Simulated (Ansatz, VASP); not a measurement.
## Two plane-wave programs on Ba3OsPd

```
Ba Pd Os
1.0
     5.83918    0.00000    0.00000
     0.00000    5.83918    0.00000
     0.00000    0.00000    5.83964
Ba Pd Os
3 1 1
Direct
  0.50000 0.50000 0.00000
  0.50000 0.00000 0.50000
  0.00000 0.50000 0.50000
  0.50000 0.50000 0.50000
  0.00000 0.00000 0.00000
```

Alike in both runs: functional PBE; k mesh 4 × 4 × 4; occupations gaussian, width 0.1 eV; no spin polarisation.

Ansatz relaxed the structure, and its values are those at the end. VASP's run is a single point on that final structure, the one shown.

|  | VASP | Ansatz |
| --- | --- | --- |
| version | VASP 6.6.1 | Ansatz 0.2.0 |
| potentials or method | VASP PAW PBE potentials, release 64 (Ba_sv, Pd, Os), cutoff 520 eV | scalar-relativistic, plane waves, PAW |
| valence electrons in the cell | 48 | 64 |

Ansatz gave:

- gap on the k mesh at the Fermi level (eV): none
- pressure (GPa): 0.0

Q: Which values does VASP return?

A: gap on the k mesh at the Fermi level (eV): none; pressure (GPa): 0.7.

A gap of «none» marks a metal or a gap that the smearing closes. The functional is the same, so the differences come from potentials, cutoffs and numerics. VASP's potentials hold 48 valence electrons a cell and Ansatz's 64, so a difference there can come from the potentials and not from the codes.

Spin-orbit coupling is off throughout.
